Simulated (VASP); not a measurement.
Set up this calculation in VASP 6.6.1, as the native input.

| Item | Value |
| --- | --- |
| Task | single point |
| Functional | PBEsol |
| Potentials or basis | VASP PAW PBE potentials, release 64 (Al) |
| Cutoff | 520 eV |
| k mesh | 3 × 2 × 1 |
| Occupations | fermi-dirac, width 0.15 eV |
| Spin | no spin polarisation |
| Dipole correction | no |
| Further INCAR settings | LREAL = Auto; ALGO = Normal; EDIFF = 1e-06; NBANDS = 44 |

The structure of Al lies in POSCAR:

```
Al
1.0
    5.7275650000      0.0000000000      0.0000000000
    4.2956740000      7.4403250000      0.0000000000
    0.0000000000      0.0000000000     15.6765370000
Al
19
Direct
    0.1666667000      0.1111111000      0.0637896000
    0.6666667000      0.1111111000      0.0637896000
    0.1666667000      0.4444444000      0.0637896000
    0.6666667000      0.4444444000      0.0637896000
    0.1666667000      0.7777778000      0.0637896000
    0.6666667000      0.7777778000      0.0637896000
   -0.1644793898      0.2219358733      0.2113269364
    0.3310452420      0.2237175118      0.2113519887
   -0.1672004250      0.5561280854      0.2118658051
    0.3344108391      0.5548546902      0.2121393947
   -0.1648705998      0.8876738798      0.2115189141
    0.3329974612      0.8893441880      0.2120181071
   -0.0147744675      0.0057276154      0.3571560176
    0.5082140092      0.0054472841      0.3565307887
    0.0021345234      0.3321313371      0.3620506252
    0.4983756336      0.3344807308      0.3602113466
    0.0015668383      0.6632387993      0.3636186579
    0.5102218160      0.6538515382      0.3596630376
    0.3316992925      0.8958834523      0.4874903296
```

The input as run:

INCAR

```
SYSTEM = Al
PREC = Accurate
ENCUT = 520
EDIFF = 1E-6
ISMEAR = -1
SIGMA = 0.15
LREAL = Auto
LASPH = .TRUE.
NELM = 100
ALGO = Normal
ISIF = 2
LWAVE = .FALSE.
LCHARG = .FALSE.
GGA = PS
NBANDS = 44
```

KPOINTS

```
Automatic mesh
0
G
  3 2 1
  0 0 0
```

Potentials or basis: VASP PAW PBE potentials, release 64 (Al).

Run with:

```console
$ cat potpaw_PBE.64/Al/POTCAR > POTCAR
$ mpirun -np 1 vasp_std > vasp.out
```

Results of the run:

The largest force is 0.096 eV/Å.

Caveat: the k points lie up to 0.42 Å⁻¹ apart; the PAW data sets were made with another functional, which shifts forces and pressure a little.

Wall time 2 min on 1 thread of Intel(R) Xeon(R) 6975P-C (Granite Rapids) (shared host), peak memory 0.67 GiB.
